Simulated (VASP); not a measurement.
Hf3H4:

```
CELL_PARAMETERS angstrom
-1.66000 2.35000 4.97500
1.66000 -2.35000 4.97500
1.66000 2.35000 -4.97500
ATOMIC_POSITIONS crystal
Hf 0.66670 0.66670 0.00000
Hf 0.33330 0.33330 0.00000
Hf 0.00000 0.00000 0.00000
H 0.08330 0.83330 0.25000
H 0.58330 0.83330 0.75000
H 0.41670 0.16670 0.25000
H 0.91670 0.16670 0.75000
```

- Program: VASP 6.6.1
- Task: relaxation of cell and atoms
- Functional: PBE
- Potentials or basis: VASP PAW PBE potentials, release 64 (Hf_pv, H)
- Cutoff: 600 eV
- k mesh: 6 × 6 × 6
- Occupations: gaussian, width 0.2 eV
- Spin: no spin polarisation

At the start: pressure -1.1 GPa; volume 11.09 Å³/atom.

Task: Where does the relaxation end?

Result: Over 6 steps the energy falls by 19.5 meV/atom and the volume is 10.98 Å³/atom (-1.0 %); space group Immm (No. 71, to 0.1 Å) before and after.

The path:
```csv
step,energy change (eV),largest force (eV/Å),pressure (GPa),volume (Å³)
1,0.0000,1.2542,-1.12,77.63
2,-0.1130,0.4907,0.04,76.76
3,-0.1280,0.1319,0.93,76.31
4,-0.1339,0.0833,-0.37,77.02
5,-0.1340,0.0811,-0.44,77.06
6,-0.1362,0.0569,-0.11,76.86
```

Final structure:
```
Hf H
1.0
    -1.64601    2.34623    4.97583
     1.64601   -2.34623    4.97583
     1.64601    2.34623   -4.97583
Hf H
3 4
Direct
  0.65627 0.65627 0.00000
  0.34373 0.34373 0.00000
  0.00000 0.00000 0.00000
  0.08202 0.83327 0.24876
  0.58451 0.83327 0.75124
  0.41549 0.16673 0.24876
  0.91798 0.16673 0.75124
```

Caveat: the relaxation stopped at a loose force limit of 0.08 eV/Å, so its end isn't a converged minimum.
